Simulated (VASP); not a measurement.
A run of VASP 6.6.1:

The input INCAR:

```
ALGO     = Normal         # electronic algorithm
EDIFF    = 1E-6           # SCF threshold, eV
ENCUT    = 750            # plane-wave cutoff, eV
GGA      = PE             # functional
GGA_COMPAT= False        
ISIF     = 2              # what is computed and relaxed
ISMEAR   = 0              # smearing method
LASPH    = True           # aspherical terms in the spheres
LCHARG   = False          # write CHGCAR
LMAXMIX  = 6              # l up to which the mixer works
LREAL    = False          # projectors in reciprocal space
LWAVE    = False          # write WAVECAR
NBANDS   = 26             # bands
NELM     = 200            # most SCF steps
PREC     = Accurate       # precision mode
SIGMA    = 0.2            # smearing width, eV
```

Contents of KPOINTS:

```
k-points
0
Gamma
  4 4 3
```

POSCAR

```
Li4TmGe
1.0
    4.8046861739      0.0000000000      0.0000000000
    0.0000000000      4.8046861739      0.0000000000
    0.0000000000      0.0000000000      6.0889715195
Li Tm Ge
4 1 1
Direct
    0.5000000000      0.0000000000      0.1480096343
    0.0000000000      0.5000000000      0.1480096343
    0.5000000000      0.0000000000      0.5521449288
    0.0000000000      0.5000000000      0.5521449288
    0.5000000000      0.5000000000     -0.1497832900
    0.5000000000      0.5000000000      0.3500156740
```

Potentials or basis: VASP PAW PBE potentials, release 64 (Li_sv, Tm_3, Ge_d), 4f in core.

Command:

```sh
$ cat potpaw_PBE.64/Li_sv/POTCAR potpaw_PBE.64/Tm_3/POTCAR potpaw_PBE.64/Ge_d/POTCAR > POTCAR
$ mpirun -np 1 vasp_std > vasp.out
```

Hardware: 1 thread of Intel(R) Xeon(R) 6975P-C (Granite Rapids) (shared host).

How long does it take, and how much memory?

Run time: 54 s on 1 thread of Intel(R) Xeon(R) 6975P-C (Granite Rapids), on a shared host, peak memory 0.38 GiB. Counts: scf iterations 14, k points 12.
